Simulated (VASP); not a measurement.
A run of VASP 6.6.1:

INCAR

```
PREC = Accurate
ENCUT = 520
EDIFF = 1E-6
ISMEAR = 0
SIGMA = 0.1
LREAL = False
LASPH = True
NELM = 100
ALGO = Fast
ISIF = 2
LWAVE = False
LCHARG = False
GGA = PE
NBANDS = 12
ISYM = 0
```

KPOINTS

```
Automatic mesh
0
Gamma
  15 15 17
```

Contents of POSCAR:

```
Cr
1.0
    2.4662931341      0.0000000000      0.0000000000
   -0.8220977114      2.3252434660      0.0000000000
    0.8220977114      1.1626217330      2.0137199116
Cr
1
Direct
    0.0000000000      0.0000000000      0.0000000000
```

Potentials or basis: VASP PAW PBE potentials, release 64 (Cr_pv).

Run with:

```console
$ cat potpaw_PBE.64/Cr_pv/POTCAR > POTCAR
$ mpirun -np 1 vasp_std > vasp.out
```

Hardware: 1 thread of Intel Xeon 8259CL, with other jobs on the host.

Task: Estimate the wall time of this run.

Result: Wall time 4.3 min on 1 thread of Intel Xeon 8259CL (shared host), peak memory 0.35 GiB. Counts: scf iterations 12, k points 1913.
